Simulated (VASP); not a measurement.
# AgI (P6_3mc) in VASP: further runs

Aim: see how the results for AgI move with the level of theory and the settings. Levels: LDA, PBEsol. Tasks: single point.

All numbers are computed with VASP 6.6.1; they aren't measurements. Logs are shortened: lines on timing, memory, paths and dates and some standing lists are left out, and cuts for length are marked.

**1. The cell of the first run**

It takes space group P6_3mc (No. 186, hexagonal). The conventional cell has a = 4.486 Å, b = 4.486 Å, c = 7.340 Å, α = 90.00°, β = 90.00°, γ = 120.00°. Within 3.6 Å of Ag (site symmetry 3m) lie 4 I at 2.75 Å. Within 3.6 Å of I (site symmetry 3m) lie 4 Ag at 2.75 Å.

**2. Single point, LDA**

Input file INCAR:

```
SYSTEM = AgI
  PREC = Accurate
  ENCUT = 500
  EDIFF = 1E-6
  ISMEAR = -1
  SIGMA = 0.02
  LREAL = .False.
  LASPH = .True.
  NELM = 120
  ALGO = Normal
  ISIF = 2
  LWAVE = .False.
  LCHARG = .False.
  GGA = CA
  NBANDS = 26
  GGA_COMPAT = .False.
```

Input file KPOINTS:

```
regular mesh
0
Gamma
  6 6 4
  0 0 0
```

Input file POSCAR:

```
AgI
1.0
    4.4863068764      0.0000000000      0.0000000000
   -2.2431534382      3.8852557241      0.0000000000
    0.0000000000      0.0000000000      7.3404257988
Ag I
2 2
Direct
    0.6666666667      0.3333333333      0.6276959525
    0.3333333333      0.6666666667      0.1276959525
    0.6666666667      0.3333333333      0.0023040475
    0.3333333333      0.6666666667      0.5023040475
```

Potentials or basis: VASP PAW LDA potentials, release 64 (Ag, I).

Started as:

```sh
$ cat potpaw_LDA.64/Ag/POTCAR potpaw_LDA.64/I/POTCAR > POTCAR
$ mpirun -np 1 vasp_std > vasp.out
```

OUTCAR:

```text
SYSTEM = AgI
   PREC = Accurate
   ENCUT = 500
   EDIFF = 1E-6
   ISMEAR = -1
   LREAL = .False.
   LASPH = .True.
   NELM = 120
   ISIF = 2
   GGA = CA

 ion  position               nearest neighbor table
   1  0.667  0.333  0.628-   4 2.75   4 2.75   4 2.75   3 2.75
   2  0.333  0.667  0.128-   3 2.75   3 2.75   3 2.75   4 2.75
   3  0.667  0.333  0.002-   2 2.75   2 2.75   2 2.75   1 2.75
   4  0.333  0.667  0.502-   1 2.75   1 2.75   1 2.75   2 2.75

  LATTYP: Found a hexagonal cell.
 ALAT       =     4.4863068764
 C/A-ratio  =     1.6361845057

  Lattice vectors:

 A1 = (   4.4863068764,   0.0000000000,   0.0000000000)
 A2 = (  -2.2431534382,   3.8852557241,   0.0000000000)
 A3 = (   0.0000000000,   0.0000000000,   7.3404257988)

Analysis of symmetry for initial positions (statically):
=====================================================================
 Subroutine PRICEL returns:
 Original cell was already a primitive cell.

 Routine SETGRP: Setting up the symmetry group for a
 hexagonal supercell.

 Subroutine GETGRP returns: Found 12 space group operations
 (whereof  6 operations were pure point group operations)
 out of a pool of 24 trial point group operations.

The static configuration has the point symmetry C_3v.
 The point group associated with its full space group is C_6v.

Analysis of symmetry for dynamics (positions and initial velocities):
=====================================================================
 Subroutine PRICEL returns:
 Original cell was already a primitive cell.

 Routine SETGRP: Setting up the symmetry group for a
 hexagonal supercell.

 Subroutine GETGRP returns: Found 12 space group operations
 (whereof  6 operations were pure point group operations)
 out of a pool of 24 trial point group operations.

The dynamic configuration has the point symmetry C_3v.
 The point group associated with its full space group is C_6v.

 Subroutine INISYM returns: Found 12 space group operations
 (whereof  6 operations are pure point group operations),
 and found     1 'primitive' translations

----------------------------------------------------------------------------------------

                                     Primitive cell

  volume of cell :     127.9469

  direct lattice vectors                    reciprocal lattice vectors
     4.486306876  0.000000000  0.000000000     0.222900490  0.128691658  0.000000000
    -2.243153438  3.885255724  0.000000000     0.000000000  0.257383316  0.000000000
     0.000000000  0.000000000  7.340425799     0.000000000  0.000000000  0.136231879

  length of vectors
     4.486306876  4.486306876  7.340425799     0.257383316  0.257383316  0.136231879

  position of ions in fractional coordinates (direct lattice)
     0.666666667  0.333333333  0.627695952
     0.333333333  0.666666667  0.127695952
     0.666666667  0.333333333  0.002304047
     0.333333333  0.666666667  0.502304047

  ion indices of the primitive-cell ions
   primitive index   ion index
                 1           1
                 2           2
                 3           3
                 4           4

----------------------------------------------------------------------------------------

 KPOINTS: regular mesh

Automatic generation of k-mesh.
 Grid dimensions read from file:
 generate k-points for:    6    6    4

 Generating k-lattice:

  Cartesian coordinates                     Fractional coordinates (reciprocal lattice)
     0.037150082  0.021448610  0.000000000     0.166666667  0.000000000  0.000000000
     0.000000000  0.042897219  0.000000000     0.000000000  0.166666667  0.000000000
     0.000000000  0.000000000  0.034057970     0.000000000  0.000000000  0.250000000

  Length of vectors
     0.042897219  0.042897219  0.034057970

  Shift w.r.t. Gamma in fractional coordinates (k-lattice)
     0.000000000  0.000000000  0.000000000

 Subroutine IBZKPT returns following result:
 ===========================================

 Found     21 irreducible k-points:

 Following reciprocal coordinates:
            Coordinates               Weight
  0.000000  0.000000  0.000000      1.000000
  0.166667  0.000000  0.000000      6.000000
  0.333333  0.000000  0.000000      6.000000
  0.500000  0.000000  0.000000      3.000000
  0.166667  0.166667  0.000000      6.000000
  0.333333  0.166667  0.000000     12.000000
[... 13 lines left out ...]
  0.333333  0.166667  0.500000     12.000000
  0.333333  0.333333  0.500000      2.000000
   k-points           NKPTS =     21   k-points in BZ     NKDIM =     21   number of bands    NBANDS=     26
   number of dos      NEDOS =    301   number of ions     NIONS =      4
   total plane-waves  NPLWV =  69984
   dimension x,y,z NGX =    36 NGY =   36 NGZ =   54
   dimension x,y,z NGXF=    72 NGYF=   72 NGZF=  108
   ions per type =               2   2
   NGX,Y,Z   is equivalent  to a cutoff of  13.34, 13.34, 12.23 a.u.
   NGXF,Y,Z  is equivalent  to a cutoff of  26.68, 26.68, 24.46 a.u.
 SYSTEM =  AgI
   PREC   = accura    normal or accurate (medium, high low for compatibility)
   ISTART =      0    job   : 0-new  1-cont  2-samecut
   ICHARG =      2    charge: 1-file 2-atom 10-const
   ISPIN  =      1    spin polarized calculation?
   LNONCOLLINEAR =      F non collinear calculations
   LSORBIT =      F    spin-orbit coupling
   LASPH  =      T    aspherical Exc in radial PAW
   ENCUT  =  500.0 eV  36.75 Ry    6.06 a.u.   8.18  8.18 13.38*2*pi/ulx,y,z
   NELM   =    120;   NELMIN=  2; NELMDL= -5     # of ELM steps
   EDIFF  = 0.1E-05   stopping-criterion for ELM
   LREAL  =      F    real-space projection
   EDIFFG = 0.1E-04   stopping-criterion for IOM
   NSW    =      0    number of steps for IOM
   IBRION =     -1    ionic relax: 0-MD 1-quasi-New 2-CG
   NFREE  =      0    steps in history (QN), initial steepest desc. (CG)
   ISIF   =      2    stress and relaxation
   ISYM   =      2    0-nonsym 1-usesym 2-fastsym
   POTIM  = 0.5000    time-step for ionic-motion
   TEBEG  =    0.0;   TEEND  =   0.0 temperature during run
   PSTRESS=    0.0 pullay stress
   NELECT =      36.0000    total number of electrons
   NUPDOWN=      -1.0000    fix difference up-down
   EMIN   =  10.00;   EMAX   =-10.00  energy-range for DOS
   EFERMI =   0.00;   METHOD = LEGACY
   ISMEAR =    -1;   SIGMA  =   0.02  broadening in eV -4-tet -1-fermi 0-gaus
   EFERMI_NEDOS =   21; number of points for ismear=-14 and -15
   IALGO  =     38    algorithm
   IMIX   =      4    mixing-type and parameters
     AMIX     =   0.40;   BMIX     =  1.00
     AMIX_MAG =   1.60;   BMIX_MAG =  1.00
  volume/ion in A,a.u.               =      31.99       215.86
  Fermi-wavevector in a.u.,A,eV,Ry     =   1.072751  2.027206 15.657521  1.150795
  Thomas-Fermi vector in A             =   2.208531
   LORBIT       =      0    0 simple, 1 ext, 2 COOP (PROOUT), +10 PAW based schemes
   GGA     = CA    functional components
   LHFCALC =     F    Hartree Fock is set to
   AEXX    =    0.0000 exact exchange contribution
   IVDW    =     0    specifies the selected vdW correction
   LEPSILON=     F    determine dielectric tensor
   LRPA    =     F    only Hartree local field effects (RPA)
 non-spin polarized calculation
  energy-cutoff  :      500.00
  volume of cell :      127.95
 maximum number of plane-waves:      3285
 NGX is ok and might be reduce to    36
   NGX = 17   NGY = 17   NGZ = 27

 number of electron      35.9999993 magnetization

 Free energy of the ion-electron system (eV)
  ---------------------------------------------------
  ext. energy  EPLUGINS =         0.00000000
  ---------------------------------------------------
  free energy    TOTEN  =       -12.24509563 eV

  energy without entropy =      -12.24509563  energy(sigma->0) =      -12.24509563

 E-fermi :   4.1690     XC(G=0):  -9.1552

 val. band max:        3.7127679895   @ k =   0.0000   0.0000   0.0000
 cond. band min:       4.8393983443   @ k =   0.0000   0.0000   0.0000
 fundamental gap:      1.1266303547
 Fermi energy:         4.1690111939

 k-point     1 :       0.0000    0.0000    0.0000
  band No.  band energies     occupation
      1      -9.5482      2.00000
      2      -9.1908      2.00000
      3      -0.9654      2.00000
      4      -0.9574      2.00000
      5      -0.9574      2.00000
      6      -0.9560      2.00000
[... 18 lines left out ...]
     25      10.2105      0.00000
     26      10.9835      0.00000

 k-point     2 :       0.1667    0.0000    0.0000
  band No.  band energies     occupation
      1      -9.4722      2.00000
      2      -9.1533      2.00000
      3      -1.0320      2.00000
      4      -0.9205      2.00000
      5      -0.9089      2.00000
      6      -0.8339      2.00000
[... 18 lines left out ...]
     25      10.4941      0.00000
     26      10.7956      0.00000

 k-point     3 :       0.3333    0.0000    0.0000
  band No.  band energies     occupation
      1      -9.3011      2.00000
      2      -9.0889      2.00000
      3      -1.1282      2.00000
      4      -0.9430      2.00000
      5      -0.8209      2.00000
      6      -0.7026      2.00000
[... 18 lines left out ...]
     25      10.9395      0.00000
     26      11.5111      0.00000

 k-point     4 :       0.5000    0.0000    0.0000
  band No.  band energies     occupation
      1      -9.1935      2.00000
      2      -9.0742      2.00000
      3      -1.1088      2.00000
      4      -1.0174      2.00000
      5      -0.7838      2.00000
      6      -0.6013      2.00000
[... 18 lines left out ...]
     25      11.1675      0.00000
     26      12.8036      0.00000
[... 409 lines left out ...]
      1      -9.2256      2.00000
      2      -9.2256      2.00000
      3      -1.1548      2.00000
      4      -1.1548      2.00000
      5      -0.8045      2.00000
      6      -0.8045      2.00000
[... 18 lines left out ...]
     25      10.6345      0.00000
     26      10.6345      0.00000

 k-point    20 :       0.3333    0.1667    0.5000
  band No.  band energies     occupation
      1      -9.1319      2.00000
      2      -9.1319      2.00000
      3      -1.1464      2.00000
      4      -1.1464      2.00000
      5      -0.7301      2.00000
      6      -0.7301      2.00000
[... 18 lines left out ...]
     25      11.0996      0.00000
     26      11.0996      0.00000

 k-point    21 :       0.3333    0.3333    0.5000
  band No.  band energies     occupation
      1      -9.1005      2.00000
      2      -9.1005      2.00000
      3      -1.0145      2.00000
      4      -1.0145      2.00000
      5      -0.8029      2.00000
      6      -0.8029      2.00000
[... 18 lines left out ...]
     25      11.7314      0.00000
     26      11.7314      0.00000

------------------------ aborting loop because EDIFF is reached ----------------------------------------

  FORCE on cell =-STRESS in cart. coord.  units (eV):
  Direction    XX          YY          ZZ          XY          YZ          ZX
  --------------------------------------------------------------------------------------
  -------------------------------------------------------------------------------------
  Total       -0.0019734     -0.0019734     -0.0019543      0.0000000      0.0000000      0.0000000
  in kB       -0.0247109     -0.0247109     -0.0244727      0.0000000      0.0000000      0.0000000
  external PRESSURE =      -0.0246315 kB  Pullay stress =       0.0000000 kB

 VOLUME and BASIS-vectors are now :
 -----------------------------------------------------------------------------
  energy-cutoff  :      500.00
  volume of cell :      127.95
      direct lattice vectors                 reciprocal lattice vectors
     4.486306876  0.000000000  0.000000000     0.222900490  0.128691658  0.000000000
    -2.243153438  3.885255724  0.000000000     0.000000000  0.257383316  0.000000000
     0.000000000  0.000000000  7.340425799     0.000000000  0.000000000  0.136231879

 POSITION                                       TOTAL-FORCE (eV/Angst)
 -----------------------------------------------------------------------------------
      2.24315      1.29509      4.60756        -0.000000     -0.000000      0.000313
     -0.00000      2.59017      0.93734         0.000000      0.000000      0.000313
      2.24315      1.29509      0.01691         0.000000     -0.000000     -0.000313
     -0.00000      2.59017      3.68713        -0.000000      0.000000     -0.000313
 -----------------------------------------------------------------------------------
    total drift:                               -0.000000     -0.000000      0.000114

  FREE ENERGIE OF THE ION-ELECTRON SYSTEM (eV)
  ---------------------------------------------------
  free  energy   TOTEN  =       -12.2450956276 eV

  energy  without entropy=      -12.2450956276  energy(sigma->0) =      -12.24509563
```

It took 30 s on 1 thread of Intel Xeon 6975P-C (Granite Rapids), shared host; peak memory 0.23 GiB.

Results:

```
Free energy            : -12.2451 eV
Pressure               : 0.0 GPa
Band gap on the k mesh : 1.13 eV
```

Caveat: spin-orbit coupling is left out, which moves the levels of the heavy elements.

**3. Single point, PBEsol**

This run uses another cell than the first one, of 33.55 Å³/atom.

Input file INCAR:

```
PREC     = Accurate       # precision mode
ENCUT    = 500            # plane-wave cutoff, eV
EDIFF    = 1E-6           # SCF threshold, eV
ISMEAR   = -1             # smearing method
SIGMA    = 0.02           # smearing width, eV
LREAL    = False          # projectors in reciprocal space
LASPH    = True           # aspherical terms in the spheres
NELM     = 120            # most SCF steps
ALGO     = Normal         # electronic algorithm
ISIF     = 2              # what is computed and relaxed
LWAVE    = False          # write WAVECAR
LCHARG   = True           # write CHGCAR
GGA      = PS             # functional
LELF     = True           # ELF
LVHAR    = True         
NBANDS   = 26             # bands
GGA_COMPAT= False
```

Input file KPOINTS:

```
Automatic mesh
0
Gamma
  6 6 4
```

Input file POSCAR:

```
AgI
1.0
    4.5605348417      0.0000000000      0.0000000000
   -2.2802674208      3.9495390277      0.0000000000
    0.0000000000      0.0000000000      7.4509679363
Ag I
2 2
Direct
    0.6666666667      0.3333333333      0.6274613195
    0.3333333333      0.6666666667      0.1274613195
    0.6666666667      0.3333333333      0.0025386805
    0.3333333333      0.6666666667      0.5025386805
```

Potentials or basis: VASP PAW PBE potentials, release 64 (Ag, I).

Started as:

```sh
$ cat potpaw_PBE.64/Ag/POTCAR potpaw_PBE.64/I/POTCAR > POTCAR
$ mpirun -np 1 vasp_std > vasp.out
```

OUTCAR:

```text
PREC = Accurate
   ENCUT = 500
   EDIFF = 1E-6
   ISMEAR = -1
   LREAL = False
   LASPH = True
   NELM = 120
   ISIF = 2
   GGA = PS

 ion  position               nearest neighbor table
   1  0.667  0.333  0.627-   4 2.79   4 2.79   4 2.79   3 2.79
   2  0.333  0.667  0.127-   3 2.79   3 2.79   3 2.79   4 2.79
   3  0.667  0.333  0.003-   2 2.79   2 2.79   2 2.79   1 2.79
   4  0.333  0.667  0.503-   1 2.79   1 2.79   1 2.79   2 2.79

  LATTYP: Found a hexagonal cell.
 ALAT       =     4.5605348417
 C/A-ratio  =     1.6337925693

  Lattice vectors:

 A1 = (   4.5605348417,   0.0000000000,   0.0000000000)
 A2 = (  -2.2802674208,   3.9495390277,   0.0000000000)
 A3 = (   0.0000000000,   0.0000000000,   7.4509679363)

Analysis of symmetry for initial positions (statically):
=====================================================================
 Subroutine PRICEL returns:
 Original cell was already a primitive cell.

 Routine SETGRP: Setting up the symmetry group for a
 hexagonal supercell.

[... 164 lines left out ...]
  free energy    TOTEN  =       -10.90834847 eV

  energy without entropy =      -10.90834847  energy(sigma->0) =      -10.90834847

 E-fermi :   3.6653     XC(G=0):  -8.7254

 val. band max:        3.2387045056   @ k =   0.0000   0.0000   0.0000
 cond. band min:       4.4718523951   @ k =   0.0000   0.0000   0.0000
 fundamental gap:      1.2331478895
 Fermi energy:         3.6653080732

 k-point     1 :       0.0000    0.0000    0.0000
  band No.  band energies     occupation
      1      -9.7279      2.00000
      2      -9.4138      2.00000
      3      -1.1069      2.00000
      4      -1.1056      2.00000
      5      -1.1056      2.00000
      6      -1.0878      2.00000
[... 598 lines left out ...]
     25      11.3229      0.00000
     26      11.3229      0.00000

------------------------ aborting loop because EDIFF is reached ----------------------------------------

  FORCE on cell =-STRESS in cart. coord.  units (eV):
  Direction    XX          YY          ZZ          XY          YZ          ZX
  --------------------------------------------------------------------------------------
  -------------------------------------------------------------------------------------
  Total       -0.0338411     -0.0338411     -0.0331127     -0.0000000     -0.0000000      0.0000000
  in kB       -0.4039985     -0.4039985     -0.3953035     -0.0000000     -0.0000000      0.0000000
  external PRESSURE =      -0.4011002 kB  Pullay stress =       0.0000000 kB

 VOLUME and BASIS-vectors are now :
 -----------------------------------------------------------------------------
  energy-cutoff  :      500.00
  volume of cell :      134.21
      direct lattice vectors                 reciprocal lattice vectors
     4.560534842  0.000000000  0.000000000     0.219272527  0.126597053  0.000000000
    -2.280267421  3.949539028  0.000000000     0.000000000  0.253194105  0.000000000
     0.000000000  0.000000000  7.450967936     0.000000000  0.000000000  0.134210751

 POSITION                                       TOTAL-FORCE (eV/Angst)
 -----------------------------------------------------------------------------------
      2.28027      1.31651      4.67519        -0.000000      0.000000      0.000304
     -0.00000      2.63303      0.94971         0.000000     -0.000000      0.000304
      2.28027      1.31651      0.01892        -0.000000      0.000000     -0.000304
     -0.00000      2.63303      3.74440         0.000000     -0.000000     -0.000304
 -----------------------------------------------------------------------------------
    total drift:                               -0.000000      0.000000      0.001976

  FREE ENERGIE OF THE ION-ELECTRON SYSTEM (eV)
  ---------------------------------------------------
  free  energy   TOTEN  =       -10.9083484696 eV

  energy  without entropy=      -10.9083484696  energy(sigma->0) =      -10.90834847
```

stdout:

```text
POSCAR found type information on POSCAR AgI
 POSCAR found :  2 types and       4 ions
 scaLAPACK will be used
 -----------------------------------------------------------------------------
|                                                                             |
|                                                                             |
|     You enforced a specific xc type in the INCAR file but a different       |
|     I HOPE YOU KNOW WHAT YOU ARE DOING!                                     |
|                                                                             |
 -----------------------------------------------------------------------------

 LDA part: xc-table for (Slater+PW92), standard interpolation
 POSCAR, INCAR and KPOINTS ok, starting setup
 FFT: planning ... GRIDC
 FFT: planning ... GRID_SOFT
 FFT: planning ... GRID
 WAVECAR not read
 entering main loop
```

Wall time 35 s (1 thread of Intel Xeon 6975P-C (Granite Rapids), shared host); peak memory 0.27 GiB.

Results:

| Quantity | Value |
| --- | --- |
| Free energy | -10.9083 eV |
| Pressure | 0.0 GPa |
| Band gap on the k mesh | 1.23 eV |

Levels at points of the mesh, in eV from the valence-band top:
| k point | band 14 | band 15 | band 16 | band 17 | band 18 | band 19 | band 20 | band 21 | band 22 | band 23 |
| --- | --- | --- | --- | --- | --- | --- | --- | --- | --- | --- |
| (0.00, 0.00, 0.00) | -0.75 | -0.75 | -0.07 | 0.00 | 0.00 | 1.23 | 2.50 | 5.63 | 5.63 | 5.79 |
| (0.50, 0.00, 0.00) | -2.73 | -2.31 | -1.88 | -1.10 | -0.76 | 3.25 | 3.46 | 4.67 | 5.84 | 6.14 |
| (0.00, 0.00, 0.50) | -1.77 | -0.39 | -0.39 | -0.39 | -0.39 | 2.55 | 2.55 | 5.52 | 5.52 | 5.94 |
| (0.50, 0.00, 0.50) | -2.92 | -1.31 | -1.31 | -1.30 | -1.30 | 3.13 | 3.13 | 4.74 | 4.74 | 7.26 |

Caveat: the PAW data sets were made with another functional, which shifts forces and pressure a little; spin-orbit coupling is left out, which moves the levels of the heavy elements. Expect the measured gap to be larger: semilocal functionals such as PBEsol lack the derivative discontinuity.
